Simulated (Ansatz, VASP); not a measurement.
# PtS2 in VASP and in Ansatz

```
Pt S
1.0
     3.55264    0.00000    0.00000
    -1.77632    3.07668    0.00000
     0.00000    0.00000    5.12271
Pt S
1 2
Direct
  0.00000 0.00000 0.00000
  0.33333 0.66667 0.23926
  0.66667 0.33333 0.76074
```

Alike in both runs: task single point; functional r2SCAN; k mesh 6 × 6 × 4; no spin polarisation.

```csv
,VASP,Ansatz
version,VASP 6.6.1,Ansatz 0.2.0
potentials or method,"VASP PAW PBE potentials, release 64 (Pt, S)",plane waves
plane-wave cutoff (eV),520,500
occupations,"methfessel-paxton of order 1, width 0.5 eV","cold, width 0.5 eV"
valence electrons in the cell,22,30
```

```tsv
	VASP	Ansatz	Ansatz less VASP
pressure (GPa)	1.2	1.2	+0.02
traceless stress, the component that is largest in VASP (GPa)	-0.07	-0.11	-0.041
rms of the force components (eV/Å)	0.022	0.013	-0.0099
```

VASP's potentials were made for PBE, not for r2SCAN. Atom by atom the forces differ by 0.010 eV/Å (rms over components). VASP's potentials hold 22 valence electrons a cell and Ansatz's 30, so a difference there can come from the potentials and not from the codes. Ansatz's warnings: smearing energy in gap.

Spin-orbit coupling is off throughout.
